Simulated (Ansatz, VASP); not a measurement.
**One calculation of La, two programs**

```
CELL_PARAMETERS angstrom
0.00000 2.63023 2.63023
2.63023 0.00000 2.63023
2.63023 2.63023 0.00000
ATOMIC_POSITIONS crystal
La 0.00000 0.00000 0.00000
```

Change from the starting cell: volume scaled by 0.98.

Alike in both runs: task single point; functional PBE; k mesh 11 × 11 × 11; occupations fermi-dirac, width 0.05 eV; no spin polarisation.

```csv
,VASP,Ansatz
version,VASP 6.6.1,Ansatz 0.2.0
potentials or method,"VASP PAW PBE potentials, release 64 (La), cutoff 520 eV","all-electron LAPW, scalar-relativistic"
```

```tsv
	VASP	Ansatz	Ansatz less VASP
pressure (GPa)	0.5	0.5	-0.03
```

Ansatz ran all-electron here, and VASP with PAW potentials.

Spin-orbit coupling is off throughout.
